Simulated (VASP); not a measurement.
## Na: single point with PBE+D3(BJ)

Crystal: Na.

```
CELL_PARAMETERS angstrom
-2.05215 2.05215 2.05215
2.05215 -2.05215 2.05215
2.05215 2.05215 -2.05215
ATOMIC_POSITIONS crystal
Na 0.00000 0.00000 0.00000
```

```yaml
Program: VASP 6.6.1
Task: single point
Functional: PBE
Dispersion: D3(BJ)
Potentials_or_basis: VASP PAW PBE potentials, release 64 (Na_pv)
Cutoff: 520 eV
k_mesh: 14 × 14 × 14
Occupations: gaussian, width 0.1 eV
Spin: non-collinear spin, zero start, spin-orbit coupling
Starting_moments: "[[0.0, 0.0, 0.0]] μB"
```

* Pressure: -0.2 GPa
* Net moment: 0.00 μB per cell
* Valence electrons inside the program's atomic spheres: Na 6.07
* Dispersion energy per atom: -0.165 eV

Moments on the atoms (μB; x, y, z):
```
Na  0.00 0.00 0.00
```

It took 48 s on 1 thread of Intel(R) Xeon(R) 6975P-C (Granite Rapids), on a shared host, peak memory 0.28 GiB.

Caveat: three body term missing.
